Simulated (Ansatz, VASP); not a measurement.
Be5Te2 in VASP and in Ansatz

```
CELL_PARAMETERS angstrom
3.83177 0.00000 0.00000
-1.91589 3.31841 0.00000
0.00000 0.00000 9.15174
ATOMIC_POSITIONS crystal
Be 0.00000 0.00000 0.00047
Be 0.00000 0.00000 0.76124
Be 0.66667 0.33333 0.95159
Be 0.33333 0.66667 0.99731
Be 0.66667 0.33333 0.37812
Te 0.33333 0.66667 0.28200
Te 0.66667 0.33333 0.64928
```

Alike in both runs: functional PBE; k mesh 12 × 12 × 4; occupations gaussian, width 0.1 eV; no spin polarisation.

Ansatz relaxed the structure, and its values are those at the end. VASP's run is a single point on that final structure, the one shown.

|  | VASP | Ansatz |
| --- | --- | --- |
| version | VASP 6.6.1 | Ansatz 0.2.0 |
| potentials or method | VASP PAW PBE potentials, release 64 (Be, Te), cutoff 520 eV | scalar-relativistic, plane waves, PAW |
| valence electrons in the cell | 22 | 42 |

```csv
,VASP,Ansatz,Ansatz less VASP
gap on the k mesh at the Fermi level (eV),none,none,-
pressure (GPa),0.1,0.0,-0.13
rms of the force components (eV/Å),0.008,0.002,-0.0061
```

A gap of «none» marks a metal or a gap that the smearing closes. VASP's potentials hold 22 valence electrons a cell and Ansatz's 42, so a difference there can come from the potentials and not from the codes.

Spin-orbit coupling is off throughout.
